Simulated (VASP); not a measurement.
## Pd: elastic constants with PBE

Crystal: Pd.

```
Pd
1.0
     2.78367    0.00000    0.00000
    -1.39183    2.41072    0.00000
     0.00000    0.00000    4.62889
Pd
2
Direct
  0.33333 0.66667 0.25000
  0.66667 0.33333 0.75000
```

This isn't the form of Pd at room conditions, which is fcc.

- Program: VASP 6.6.1
- Task: elastic constants
- Functional: PBE
- Potentials or basis: VASP PAW PBE potentials, release 64 (Pd)
- Cutoff: 600 eV
- k mesh: 8 × 8 × 5
- Occupations: fermi-dirac, width 0.05 eV
- Spin: no spin polarisation
- Dipole correction: no
- Ions in elastic constants: relaxed
- Further INCAR settings: ALGO = Normal; EDIFF = 1e-08; NBANDS = 17; IBRION = 6; POTIM = 0.015; NSW = 1; ISIF = 3

```yaml
Voigt_bulk_modulus: 159 GPa
Highest_phonon_frequency_at_Γ: 206 cm⁻¹
```

Phonon frequencies in cm⁻¹ (negative: imaginary):
```csv
q point,frequencies
"(0.000, 0.000, 0.000)",0 0 0 72 72 206
```

Elastic tensor in Voigt notation (GPa, in the Cartesian axes of the cell as first typed):
```
212 147 117   0   0   0
147 212 117   0   0   0
117 117 239   0   0   0
  0   0   0  32   0   0
  0   0   0   0  32   0
  0   0   0   0   0  32
```

Clamped-ion elastic tensor (GPa):
```
229 130 117   0   0   0
130 229 117   0   0   0
117 117 239   0   0   0
  0   0   0  32   0   0
  0   0   0   0  32   0
  0   0   0   0   0  49
```

It took 10 min on 1 thread of Intel Xeon 8259CL (shared host), peak memory 0.25 GiB.

Caveat: the cell is under stress, which shifts elastic constants.
